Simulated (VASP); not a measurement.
Here is a VASP 6.6.1 calculation.

File INCAR:

```
PREC     = Accurate       # precision mode
ENCUT    = 520            # plane-wave cutoff, eV
EDIFF    = 1E-7           # SCF threshold, eV
ISMEAR   = -1             # smearing method
SIGMA    = 0.05           # smearing width, eV
LREAL    = F              # projectors in reciprocal space
LASPH    = T              # aspherical terms in the spheres
NELM     = 150            # most SCF steps
ALGO     = Normal         # electronic algorithm
ISIF     = 2              # what is computed and relaxed
LWAVE    = F              # write WAVECAR
LCHARG   = T              # write CHGCAR
ISPIN    = 2              # spin polarisation
MAGMOM   = -1.614 -1.614  # initial moments
LORBIT   = 11             # projections on sites
LMAXMIX  = 4              # l up to which the mixer works
GGA      = PS             # functional
LELF     = T              # ELF
LVHAR    = T            
NBANDS   = 20             # bands
```

Contents of KPOINTS:

```
regular mesh
0
Gamma
  14 14 14
```

File POSCAR:

```
Co
1.0
    0.0000000000      2.3059105602      2.3059105602
    2.3059105602      0.0000000000      2.3059105602
    2.3059105602      2.3059105602      0.0000000000
Co
2
Direct
    0.0000000000      0.0000000000      0.0000000000
    0.5000000000      0.5000000000      0.5000000000
```

Potentials or basis: VASP PAW PBE potentials, release 64 (Co).

Launch:

```console
$ cat potpaw_PBE.64/Co/POTCAR > POTCAR
$ mpirun -np 1 vasp_std > vasp.out
```

(1) What does it give for the site moments?

(2) Predict the pressure.

Results:

(1) Co -1.78 μB.

(2) -2.9 GPa.

Caveat: the PAW data sets were made with another functional, which shifts forces and pressure a little.
